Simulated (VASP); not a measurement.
# Hf: single point with PBEsol

Hf:

```
CELL_PARAMETERS angstrom
1.67889 1.67889 1.67889
-1.67889 1.67889 1.67889
-1.67889 -1.67889 1.67889
ATOMIC_POSITIONS crystal
Hf 0.00000 0.00000 0.00000
```

```yaml
Program: VASP 6.6.1
Task: single point
Functional: PBEsol
Potentials_or_basis: VASP PAW PBE potentials, release 64 (Hf_pv)
Cutoff: 500 eV
k_mesh: 10 × 10 × 10
Occupations: methfessel-paxton, width 0.1 eV
Spin: no spin polarisation
```

| Quantity | Value |
| --- | --- |
| Pressure | 13.9 GPa |
| Band gap on the k mesh | zero (band 5 reaches 7.22 eV, above the bottom of band 6 at 4.69 eV) |

Levels at points of the mesh, in eV from the Fermi level:
| k point | band 1 | band 2 | band 3 | band 4 | band 5 | band 6 | band 7 | band 8 | band 9 | band 10 |
| --- | --- | --- | --- | --- | --- | --- | --- | --- | --- | --- |
| (0.00, 0.00, 0.00) | -29.22 | -29.22 | -29.22 | -7.65 | 1.52 | 1.52 | 1.52 | 4.83 | 4.83 | 14.04 |
| (0.50, 0.00, 0.00) | -30.63 | -29.66 | -29.23 | -4.04 | -0.95 | 1.79 | 4.77 | 5.95 | 9.13 | 11.22 |
| (0.50, 0.50, 0.50) | -30.18 | -30.18 | -30.18 | -3.48 | -3.48 | 8.04 | 8.04 | 8.04 | 8.62 | 8.62 |

Wall time 12 s on 1 thread of Intel Xeon 8259CL (shared host), peak memory 0.14 GiB.

Caveat: the PAW data sets were made with another functional, which shifts forces and pressure a little; spin-orbit coupling is left out, which moves the levels of the heavy elements.
